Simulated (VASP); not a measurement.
Mg2SiN2, 10 atoms in the cell. It takes space group P4/mbm (No. 127, tetragonal). The conventional cell has a = 5.805 Å, b = 5.805 Å, c = 3.061 Å, α = 90.00°, β = 90.00°, γ = 90.00°. Mg (site symmetry m2m) has 6 N at 2.10 to 2.43 Å and 1 Mg at 2.46 Å and 4 Si at 2.69 Å within 2.8 Å. Within 2.8 Å of Si (site symmetry 4/m) lie 4 N at 2.14 Å and 8 Mg at 2.69 Å. Within 2.8 Å of N (site symmetry m2m) lie 6 Mg at 2.10 to 2.43 Å and 2 Si at 2.14 Å. 

```yaml
Program: VASP 6.6.1
Task: single point
Functional: PBE
Potentials_or_basis: VASP PAW PBE potentials, release 64 (Mg, Si, N)
Cutoff: 520 eV
k_mesh: 8 × 8 × 12
Occupations: gaussian, width 0.1 eV
Spin: no spin polarisation
Dipole_correction: no
Further_INCAR_settings: ALGO = Normal; EDIFF = 1e-07; NBANDS = 29
```

Potentials or basis: VASP PAW PBE potentials, release 64 (Mg, Si, N).

The run is started by

```console
$ cat potpaw_PBE.64/Mg/POTCAR potpaw_PBE.64/Si/POTCAR potpaw_PBE.64/N/POTCAR > POTCAR
$ mpirun -np 1 vasp_std > vasp.out
```

Hardware: 1 thread of AMD EPYC 9R45 96-Core Processor (Zen 5) (shared host).

Question: Estimate the wall time of this run.

Answer: It took 3.5 min on 1 thread of AMD EPYC 9R45 96-Core Processor (Zen 5), with other jobs on the host, peak memory 0.37 GiB. Counts: scf iterations 16, k points 105.
